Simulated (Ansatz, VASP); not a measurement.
## Cd3TeSe2: VASP beside Ansatz

```xyz
6
Lattice="-2.4499 2.4499 8.0958 2.4499 -2.4499 8.0958 2.4499 2.4499 -8.0958" Properties=species:S:1:pos:R:3 pbc="T T T"
Cd    0.0000    0.0000   10.9640
Cd    0.0000    0.0000    5.2276
Cd    0.0000    0.0000    0.0000
Te    0.0000    0.0000    8.0958
Se    0.0000    2.4499    4.0479
Se    2.4499    0.0000    4.0479
```

Alike in both runs: functional PBE; k mesh 4 × 4 × 4; occupations gaussian, width 0.1 eV; no spin polarisation.

Ansatz relaxed the structure, and its values are those at the end. VASP's run is a single point on that final structure, the one shown.

|  | VASP | Ansatz |
| --- | --- | --- |
| version | VASP 6.6.1 | Ansatz 0.2.0 |
| potentials or method | VASP PAW PBE potentials, release 64 (Cd, Te, Se), cutoff 520 eV | scalar-relativistic, plane waves, PAW |
| valence electrons in the cell | 54 | 108 |

```csv
,VASP,Ansatz,Ansatz less VASP
gap on the k mesh at the Fermi level (eV),none,none,-
pressure (GPa),0.3,0.1,-0.19
rms of the force components (eV/Å),0.005,0.005,+0.0002
```

A gap of «none» marks a metal or a gap that the smearing closes. VASP's potentials hold 54 valence electrons a cell and Ansatz's 108, so a difference there can come from the potentials and not from the codes.

The k mesh is coarse, so the values compare programs but aren't converged. Spin-orbit coupling is off throughout.
